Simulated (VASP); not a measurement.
Input of a VASP 6.6.1 run:

Contents of INCAR:

```
SYSTEM = SnSe
PREC = Accurate ; ENCUT = 520
EDIFF = 1E-7 ; ISMEAR = -1
SIGMA = 0.02 ; LREAL = .FALSE.
LASPH = .TRUE. ; NELM = 60
ALGO = Normal ; ISIF = 2
LWAVE = .FALSE. ; LCHARG = .FALSE.
GGA = CA ; NBANDS = 17
```

KPOINTS

```
Automatic mesh
0
G
  9 9 9
  0 0 0
```

Contents of POSCAR:

```
SnSe
1.0
    0.0000000000      2.9799000000      3.0100000000
    2.9799000000      0.0000000000      3.0100000000
    2.9799000000      2.9799000000      0.0000000000
Sn Se
1 1
Direct
    0.0000000000      0.0000000000      0.0000000000
    0.5000000000      0.5000000000      0.5000000000
```

Potentials or basis: VASP PAW LDA potentials, release 64 (Sn_d, Se).

Launch:

```console
$ cat potpaw_LDA.64/Sn_d/POTCAR potpaw_LDA.64/Se/POTCAR > POTCAR
$ mpirun -np 1 vasp_std > vasp.out
```

Question: Predict the pressure.

Answer: -2.2 GPa.

Question: What does it give for the band gap on the k mesh?

Answer: 0.48 eV, indirect (least direct gap 0.50 eV).

Stress tensor (GPa, compression positive):
```
-1.81  0.00  0.00
 0.00 -1.81  0.00
 0.00  0.00 -3.01
```

Caveat: the cell differs from its parent crystal (equal xx and yy strain of -1 %); spin-orbit coupling is left out, which moves the levels of the heavy elements. A k mesh can miss the band edges.
